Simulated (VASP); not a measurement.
# Si16O31 (a cell with a defect) in VASP: a series of runs, part 2 of 2

VASP 6.6.1.

## Step 3: Single point, LDA, collinear spin

Contents of INCAR:

```
  PREC = Accurate
  ENCUT = 520
  EDIFF = 1E-6
  ISMEAR = 0
  SIGMA = 0.02
  LREAL = Auto
  LASPH = True
  NELM = 200
  ALGO = Normal
  ISIF = 2
  LWAVE = False
  LCHARG = False
  ISPIN = 2
  MAGMOM = 0 0 0 0 0 0 0 0 0 0.06 0 0 0 0 0 0 0 0 0 0 0 0 0 0 0 0 0 0 0 0 0 0 0 0 0 0 0 0 0 0 0 0 0 0 0 0.07 0
  LORBIT = 11
  NBANDS = 158
  NELECT = 251.0
  GGA_COMPAT = False
```

Contents of KPOINTS:

```
Automatic mesh
0
Gamma
  1 1 2
```

Contents of POSCAR:

```
Si16O31
1.0
    0.1638120000      6.0954500000      6.0878850000
    0.1638120000     -6.0954500000      6.0878850000
    6.9450000000      0.0000000000      0.0000000000
Si O
16 31
Direct
    0.1729534297      0.8920785148      0.6355748002
    0.3527090794      0.0787668766      0.1014522766
    0.3292633531      0.6071030532      0.8505808418
    0.1410286444      0.4263344053      0.3954086572
    0.3618340408      0.1852390396      0.5157094117
    0.5759328794      0.3873374517      0.7375502895
    0.1368278663      0.3195945201      0.9816166359
    0.9280241639      0.1122638836      0.7599274780
    0.6791674611      0.3992993628      0.1452461041
    0.8759979419      0.5792974522      0.6451468900
    0.8232085987      0.1024629605      0.3496858014
    0.6457522620      0.9209695142      0.9115877858
    0.8541178491      0.6837917862     -0.0277498997
    0.0653894180      0.8780152291      0.2188107988
    0.6370846442      0.8197810817      0.5045534790
    0.4333389223      0.6170864717      0.2662503550
    0.7504900689      0.2492958995      0.2456590441
    0.5056502685      0.0080123582      0.0145560688
    0.0124478177      0.7361445095      0.0903183000
    0.4883426723      0.7639618637      0.3851516903
    0.5772584713      0.3453189098      0.9650201230
    0.3971432314      0.1760781747      0.2880562210
    0.9191319578      0.1553934315      0.5341966662
    0.1003848247      0.3255714803      0.2087987395
    0.3078673957      0.0159440758      0.5877606617
    0.2339503220      0.9390808702      0.1486422483
    0.1929953446      0.4867067194      0.9070591282
    0.2648794049      0.5612061732      0.3400998228
    0.2749371099      0.1957585422      0.9465191366
    0.0481690209      0.9689779850      0.7821041202
    0.2228736311      0.3084085793      0.5485155649
    0.4523827427      0.5270988014      0.7057330697
    0.2497993502      0.7486009153      0.7423847452
   -0.0124057876      0.4998193968      0.4765913322
    0.5153195397      0.2378829272      0.6240792509
    0.9860713828      0.2619947354      0.8719288399
    0.0854210890      0.8369785622      0.4460413057
    0.4173777517      0.6615956520      0.0402387630
    0.5750719271      0.8417629835      0.7235715536
    0.8152074141      0.5154026417      0.0801975674
    0.7446911057      0.4371728749      0.6670432682
    0.6851572478      0.9881398004      0.4175998364
    0.7625619733      0.0600103979      0.8441309971
    0.7832754971      0.7062496828      0.5025023616
    0.5581308086      0.4795261117      0.2941071770
    0.7180752315      0.8030535349      0.0699786688
    0.9429207802      0.0199264155      0.2023987149
```

Potentials or basis: VASP PAW LDA potentials, release 64 (Si, O).

On the command line:

```
$ cat potpaw_LDA.64/Si/POTCAR potpaw_LDA.64/O/POTCAR > POTCAR
$ mpirun -np 1 vasp_std > vasp.out
```

Wall time 9.6 min (1 thread of Oxide Virtual Turin-like, shared host); peak memory 0.5 GiB.

It converged, with:

```yaml
Free_energy: -395.6565 eV
Largest_force: 0.100 eV/Å
Net_moment: 1.00 μB per cell
Site_moments: Si +0.00, -0.00, +0.14, +0.10 (each value once); O +0.00, +0.01, -0.00, +0.05, +0.07 (each value once) μB
Valence_electrons_inside_the_program's_atomic_spheres: Si 1.70, 1.72, 1.71, 1.61, 1.62, 1.69 (each value once); O 5.27, 5.29, 5.20, 5.23, 5.24, 5.25, 5.22, 5.28, 5.17 (each value once)
```

Forces in eV/Å, atoms in the order of the input:
```
Si   0.033  0.066 -0.020
Si  -0.013  0.068  0.022
Si  -0.025 -0.076  0.028
Si  -0.002 -0.044 -0.029
Si   0.036  0.052  0.017
Si  -0.051  0.037 -0.026
Si  -0.021 -0.059 -0.010
Si   0.031 -0.052  0.023
Si   0.052  0.081 -0.027
Si   0.026  0.031  0.034
Si  -0.039 -0.064  0.022
Si   0.029 -0.083 -0.003
Si  -0.077  0.062  0.008
Si  -0.007  0.050 -0.018
Si  -0.038 -0.057 -0.030
Si   0.016 -0.063  0.021
O   -0.005 -0.017  0.001
O   -0.005  0.029  0.009
O   -0.018  0.017 -0.012
O    0.004 -0.005  0.005
O    0.014 -0.011 -0.026
O   -0.009 -0.013  0.016
O   -0.003  0.006  0.015
O    0.011  0.013 -0.015
O   -0.018  0.001  0.003
O   -0.007 -0.005 -0.010
O   -0.006  0.000  0.005
O    0.006  0.000 -0.007
O   -0.037  0.000  0.006
O    0.025  0.001 -0.013
O    0.037 -0.008 -0.002
O   -0.034 -0.003  0.009
O   -0.001  0.007 -0.020
O    0.024 -0.022  0.009
O    0.006  0.012  0.002
O   -0.007 -0.005 -0.001
O    0.008 -0.006 -0.001
O    0.001  0.008  0.010
O   -0.008 -0.010 -0.031
O   -0.009  0.012  0.018
O    0.007  0.014  0.032
O    0.008 -0.009 -0.003
O   -0.006 -0.001 -0.021
O   -0.006  0.027  0.020
O    0.030  0.017  0.000
O    0.086  0.000 -0.014
O   -0.034  0.008  0.005
```

Levels at points of the mesh, in eV from the Fermi level:
Spin up:
```tsv
k point	band 122	band 123	band 124	band 125	band 126	band 127	band 128	band 129	band 130	band 131
(0.00, 0.00, 0.00)	-5.49	-5.40	-5.32	-4.62	-0.14	0.85	1.45	2.42	3.05	3.08
(0.00, 0.00, 0.50)	-5.51	-5.41	-5.28	-4.39	-0.18	1.40	1.72	2.12	2.86	3.24
```
Spin down:
| k point | band 122 | band 123 | band 124 | band 125 | band 126 | band 127 | band 128 | band 129 |
| --- | --- | --- | --- | --- | --- | --- | --- | --- |
| (0.00, 0.00, 0.00) | -5.47 | -5.38 | -5.29 | -4.36 | 0.53 | 0.89 | 1.71 | 2.56 |
| (0.00, 0.00, 0.50) | -5.49 | -5.38 | -5.26 | -4.14 | 0.48 | 1.63 | 1.81 | 2.17 |

Caveat: the k points lie up to 0.73 Å⁻¹ apart; the cell carries a net charge on a neutralising background, which shifts energy and pressure; the cell is charged against a uniform background, so pressure and absolute levels hang on convention.

## Step 4: Single point, LDA, collinear spin

Contents of INCAR:

```
SYSTEM = Si16O31
  PREC = Accurate
  ENCUT = 520
  EDIFF = 1E-6
  ISMEAR = 0
  SIGMA = 0.02
  LREAL = Auto
  LASPH = .TRUE.
  NELM = 200
  ALGO = Normal
  ISIF = 2
  LWAVE = .FALSE.
  LCHARG = .FALSE.
  ISPIN = 2
  MAGMOM = 0 0 0 0 0 0 0 0 0 0 0 0 0 0 0 0 0 0 0 0 0 0 0 0 0 0 0 0 0 0 0 0 0 0 0 0 0 0 0 1 0 0 0 0 0 0 0
  LORBIT = 11
  GGA = CA
  NBANDS = 158
  NELECT = 251.0
  GGA_COMPAT = .FALSE.
```

Contents of KPOINTS:

```
regular mesh
0
G
  1 1 2
  0 0 0
```

Contents of POSCAR:

```
Si16O31
1.0
    0.1638120000      6.0954500000      6.0878850000
    0.1638120000     -6.0954500000      6.0878850000
    6.9450000000      0.0000000000      0.0000000000
Si O
16 31
Direct
    0.1729534065      0.8920785458      0.6355747679
    0.3527090861      0.0787668833      0.1014522315
    0.3292632952      0.6071030516      0.8505808080
    0.1410286981      0.4263344144      0.3954087117
    0.3618340229      0.1852390664      0.5157094072
    0.5759329121      0.3873374225      0.7375502899
    0.1368278781      0.3195945383      0.9816165770
    0.9280241444      0.1122638526      0.7599275169
    0.6791674971      0.3992993537      0.1452461037
    0.8759979585      0.5792975060      0.6451468856
    0.8232085170      0.1024629603      0.3496858496
    0.6457522716      0.9209694580      0.9115878086
    0.8541177847      0.6837917808     -0.0277498885
    0.0653893853      0.8780152660      0.2188108511
    0.6370846481      0.8197810646      0.5045535285
    0.4333389247      0.6170864690      0.2662503319
    0.7504900696      0.2492959022      0.2456590520
    0.5056502863      0.0080123113      0.0145560254
    0.0124477906      0.7361444637      0.0903182580
    0.4883426463      0.7639618876      0.3851516465
    0.5772585172      0.3453189151      0.9650201702
    0.3971432104      0.1760781217      0.2880561829
    0.9191319673      0.1553933787      0.5341966974
    0.1003847716      0.3255714868      0.2087987607
    0.3078674610      0.0159440707      0.5877606629
    0.2339503213      0.9390808007      0.1486422031
    0.1929953725      0.4867067372      0.9070591223
    0.2648794119      0.5612061046      0.3400997804
    0.2749371587      0.1957585472      0.9465190770
    0.0481690457      0.9689779571      0.7821041258
    0.2228736536      0.3084085602      0.5485155929
    0.4523827806      0.5270988363      0.7057331153
    0.2497994029      0.7486008883      0.7423846970
   -0.0124058575      0.4998193902      0.4765913112
    0.5153195199      0.2378829262      0.6240792973
    0.9860714057      0.2619947902      0.8719287691
    0.0854210702      0.8369785833      0.4460412499
    0.4173778067      0.6615956406      0.0402388093
    0.5750719823      0.8417629974      0.7235715336
    0.8152074765      0.5154026387      0.0801975333
    0.7446911412      0.4371728428      0.6670432371
    0.6851572662      0.9881398119      0.4175998531
    0.7625619501      0.0600104168      0.8441310511
    0.7832755427      0.7062496614      0.5025023699
    0.5581308032      0.4795261782      0.2941072351
    0.7180752212      0.8030535084      0.0699786578
    0.9429207735      0.0199264110      0.2023987418
```

On the command line:

```
$ cat potpaw_LDA.64/Si/POTCAR potpaw_LDA.64/O/POTCAR > POTCAR
$ mpirun -np 1 vasp_std > vasp.out
```

Run time: 17 min. Hardware: 1 thread of Oxide Virtual Turin-like, shared host; peak memory 0.5 GiB.

Results (log left out):

- Free energy: -395.6565 eV
- Largest force: 0.100 eV/Å
- Net moment: 1.00 μB per cell
- Site moments: Si +0.00, -0.00, +0.14, +0.10 (each value once); O +0.00, +0.01, -0.00, +0.05, +0.07 (each value once) μB
- Valence electrons inside the program's atomic spheres: Si 1.70, 1.72, 1.71, 1.61, 1.62, 1.69 (each value once); O 5.27, 5.29, 5.20, 5.23, 5.24, 5.25, 5.22, 5.28, 5.17 (each value once)

Forces on the atoms (eV/Å):
```
Si   0.033  0.066 -0.020
Si  -0.013  0.068  0.022
Si  -0.025 -0.076  0.028
Si  -0.002 -0.044 -0.029
Si   0.036  0.052  0.017
Si  -0.051  0.037 -0.026
Si  -0.021 -0.059 -0.010
Si   0.031 -0.052  0.023
Si   0.052  0.081 -0.027
Si   0.026  0.031  0.034
Si  -0.039 -0.064  0.022
Si   0.029 -0.083 -0.003
Si  -0.077  0.062  0.008
Si  -0.007  0.050 -0.018
Si  -0.038 -0.057 -0.030
Si   0.016 -0.063  0.021
O   -0.005 -0.017  0.001
O   -0.005  0.029  0.009
O   -0.018  0.017 -0.012
O    0.004 -0.006  0.005
O    0.014 -0.011 -0.026
O   -0.009 -0.013  0.016
O   -0.003  0.006  0.015
O    0.011  0.013 -0.015
O   -0.018  0.001  0.003
O   -0.007 -0.005 -0.010
O   -0.006  0.000  0.005
O    0.006  0.000 -0.007
O   -0.037  0.000  0.006
O    0.025  0.001 -0.013
O    0.037 -0.008 -0.002
O   -0.034 -0.003  0.009
O   -0.001  0.007 -0.020
O    0.024 -0.022  0.009
O    0.006  0.012  0.002
O   -0.007 -0.005 -0.001
O    0.008 -0.006 -0.001
O    0.001  0.008  0.010
O   -0.008 -0.010 -0.031
O   -0.009  0.012  0.018
O    0.007  0.014  0.032
O    0.008 -0.009 -0.003
O   -0.006 -0.001 -0.021
O   -0.006  0.027  0.020
O    0.030  0.017  0.000
O    0.086  0.000 -0.014
O   -0.034  0.008  0.005
```

Levels at points of the mesh, in eV from the Fermi level:
Spin up:
```tsv
k point	band 124	band 125	band 126	band 127	band 128	band 129
(0.00, 0.00, 0.00)	-5.32	-4.62	-0.14	0.85	1.45	2.42
(0.00, 0.00, 0.50)	-5.28	-4.39	-0.19	1.40	1.72	2.12
```
Spin down:
```
           k point  band 121  band 122  band 123  band 124  band 125  band 126  band 127  band 128  band 129  band 130
(0.00, 0.00, 0.00)     -5.53     -5.47     -5.38     -5.29     -4.36      0.53      0.89      1.71      2.56      3.08
(0.00, 0.00, 0.50)     -5.60     -5.49     -5.38     -5.26     -4.14      0.48      1.63      1.81      2.17      2.98
```

Caveat: the k points lie up to 0.73 Å⁻¹ apart; the cell carries a net charge on a neutralising background, which shifts energy and pressure; the cell is charged against a uniform background, so pressure and absolute levels hang on convention.

## Step 5: Single point, LDA, collinear spin

Contents of INCAR:

```
SYSTEM = Si16O31
ALGO = Normal ; EDIFF = 1E-6
ENCUT = 520 ; GGA = CA
GGA_COMPAT = .False. ; ISIF = 2
ISMEAR = 0 ; ISPIN = 2
LASPH = .True. ; LCHARG = .True.
LELF = .True. ; LORBIT = 11
LREAL = Auto ; LVHAR = .True.
LWAVE = .False. ; MAGMOM = 0 0 0 0 0 0 0 0 0 0.06 0 0 0 0 0 0 0 0 0 0 0 0 0 0 0 0 0 0 0 0 0 0 0 0 0 0 0 0 0 0 0 0 0 0 0 0.07 0
NBANDS = 158 ; NELECT = 251.0
NELM = 200 ; PREC = Accurate
SIGMA = 0.02
```

Contents of KPOINTS:

```
k-points
0
Gamma
  1 1 2
  0 0 0
```

Contents of POSCAR:

```
Si16O31
1.0
    0.1638120000      6.0954500000      6.0878850000
    0.1638120000     -6.0954500000      6.0878850000
    6.9450000000      0.0000000000      0.0000000000
Si O
16 31
Direct
    0.1723830141      0.8929291592      0.6412568873
    0.3551763329      0.0790810487      0.1014197883
    0.3270922313      0.6047892020      0.8481534397
    0.1419516344      0.4308415441      0.4034922396
    0.3635497987      0.1833425950      0.5167146815
    0.5766117258      0.3884759852      0.7305807130
    0.1345786926      0.3229736429      0.9876922155
    0.9310418449      0.1121871254      0.7571139778
    0.6908609391      0.4120633113      0.1357281170
    0.8608830698      0.5932367107      0.6369973694
    0.8256239979      0.1111367984      0.3436628280
    0.6446312534      0.9277609649      0.8918999692
    0.8385287478      0.6607589359      0.0914617258
    0.0678029865      0.8838728418      0.2253304650
    0.6374769625      0.8259601754      0.4822246847
    0.4325844806      0.6147579051      0.2606303454
    0.7604859243      0.2620989307      0.2428570669
    0.5032875238      0.0039001119      0.0042166420
    0.0130967911      0.7313408912      0.1148085204
    0.4876684456      0.7677517865      0.3691660333
    0.5856656796      0.3521708597      0.9584838187
    0.4030540218      0.1698837062      0.2905925018
    0.9227357499      0.1546275709      0.5311210885
    0.0950635698      0.3344769027      0.2146316942
    0.3081905138      0.0153699674      0.5919433996
    0.2349367227      0.9398277480      0.1477230356
    0.1879336617      0.4890625365      0.9066669401
    0.2645523586      0.5652359833      0.3421854157
    0.2765498832      0.2022301857      0.9562443599
    0.0478612498      0.9679629650      0.7883580711
    0.2256590543      0.3074494062      0.5469971831
    0.4480092620      0.5246426524      0.7018303736
    0.2502553802      0.7478033873      0.7409570910
   -0.0010709079      0.5094210164      0.5051166526
    0.5147846165      0.2331045108      0.6301425178
    0.9919870525      0.2577100098      0.8705473902
    0.0834551454      0.8444142214      0.4512640552
    0.4163199895      0.6615862127      0.0354381612
    0.5838125591      0.8416371660      0.7049859222
    0.8453731825      0.4858799539      0.0071212039
    0.7364239462      0.4418557027      0.6343746082
    0.6837725387      0.9965502663      0.4013081297
    0.7613383314      0.0668790216      0.8345283022
    0.7820825916      0.7089505012      0.4581125827
    0.5521662662      0.4726499056      0.2851695915
    0.7282387931      0.8053108715      0.0307376764
    0.9435633907      0.0227207950      0.1982050475
```

On the command line:

```
$ cat potpaw_LDA.64/Si/POTCAR potpaw_LDA.64/O/POTCAR > POTCAR
$ mpirun -np 1 vasp_std > vasp.out
```

It took 15 min on 1 thread of Oxide Virtual Turin-like, shared host; peak memory 0.5 GiB.

It converged, with:

```yaml
Free_energy: -393.5376 eV
Largest_force: 0.554 eV/Å
Net_moment: 0.00 μB per cell
Valence_electrons_inside_the_program's_atomic_spheres: Si 1.72, 1.70, 1.71, 1.63, 1.61 (each value once); O 5.27, 5.28, 5.20, 5.24, 5.23, 5.25, 5.26, 5.14, 5.21, 5.16 (each value once)
```

Forces in eV/Å, atoms in the order of the input:
```
Si   0.065  0.073 -0.018
Si  -0.054  0.079  0.023
Si  -0.053 -0.058  0.012
Si   0.004 -0.045 -0.018
Si   0.018  0.048  0.017
Si  -0.062  0.038 -0.014
Si  -0.041 -0.060 -0.011
Si   0.032 -0.081  0.039
Si   0.079  0.048 -0.143
Si   0.076  0.062  0.092
Si  -0.040 -0.032  0.017
Si   0.019 -0.048 -0.010
Si   0.533 -0.133 -0.069
Si  -0.037  0.064  0.021
Si  -0.043 -0.055 -0.036
Si  -0.007 -0.058  0.014
O    0.029  0.016 -0.095
O   -0.052  0.015  0.005
O    0.045  0.029 -0.026
O   -0.032 -0.023  0.009
O   -0.030  0.010 -0.056
O    0.000  0.015 -0.027
O   -0.014  0.058  0.019
O    0.004  0.032 -0.023
O    0.046 -0.026 -0.003
O   -0.042  0.023  0.001
O    0.003 -0.005  0.001
O   -0.031  0.014 -0.008
O   -0.036  0.000  0.008
O    0.059 -0.011 -0.025
O    0.020 -0.004  0.006
O   -0.060  0.012 -0.001
O   -0.019 -0.026  0.011
O   -0.057 -0.047 -0.015
O   -0.040  0.018  0.028
O   -0.009 -0.049  0.000
O    0.007 -0.018  0.032
O   -0.032  0.049  0.015
O   -0.031  0.017 -0.014
O   -0.003 -0.060  0.106
O    0.012  0.023  0.077
O   -0.017  0.021 -0.015
O   -0.037 -0.049  0.012
O   -0.110  0.066  0.012
O    0.035  0.012 -0.009
O   -0.052  0.032  0.037
O   -0.047  0.013  0.024
```

Levels at points of the mesh, in eV from the Fermi level:
Spin up:
```
           k point  band 123  band 124  band 125  band 126  band 127  band 128
(0.00, 0.00, 0.00)     -4.44     -4.17     -1.50      0.20      2.21      2.89
(0.00, 0.00, 0.50)     -4.43     -4.23     -1.07     -0.13      2.83      2.97
```
Spin down:
```csv
k point,band 121,band 122,band 123,band 124,band 125,band 126,band 127,band 128,band 129,band 130
"(0.00, 0.00, 0.00)",-4.57,-4.51,-4.44,-4.17,-1.50,0.20,2.21,2.89,3.10,3.73
"(0.00, 0.00, 0.50)",-4.61,-4.56,-4.43,-4.23,-1.07,-0.13,2.83,2.97,3.19,3.63
```

Caveat: the k points lie up to 0.73 Å⁻¹ apart; the cell carries a net charge on a neutralising background, which shifts energy and pressure; the cell is charged against a uniform background, so pressure and absolute levels hang on convention.
